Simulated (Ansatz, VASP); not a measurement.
**NbC2: VASP beside Ansatz**

```
Nb C
1.0
     4.66838    0.00000    0.00000
     0.00000    4.66838    0.00000
     0.00000    0.00000    4.66838
Nb C
2 4
Direct
  0.00000 0.00000 0.00000
  0.50000 0.50000 0.50000
  0.75000 0.75000 0.75000
  0.25000 0.25000 0.75000
  0.25000 0.75000 0.25000
  0.75000 0.25000 0.25000
```

Alike in both runs: functional PBE; k mesh 8 × 8 × 8; occupations gaussian, width 0.1 eV; no spin polarisation.

Ansatz relaxed the structure, and its values are those at the end. VASP's run is a single point on that final structure, the one shown.

|  | VASP | Ansatz |
| --- | --- | --- |
| version | VASP 6.6.1 | Ansatz 0.2.0 |
| potentials or method | VASP PAW PBE potentials, release 64 (Nb_sv, C), cutoff 520 eV | scalar-relativistic, plane waves, PAW |
| valence electrons in the cell | 42 | 42 |

Ansatz gave:

- gap on the k mesh at the Fermi level (eV): none
- pressure (GPa): 0.0

Task: What did VASP give for the same quantities?

Result: gap on the k mesh at the Fermi level (eV): none; pressure (GPa): -0.3.

A gap of «none» marks a metal or a gap that the smearing closes. The functional is the same, so the differences come from potentials, cutoffs and numerics.
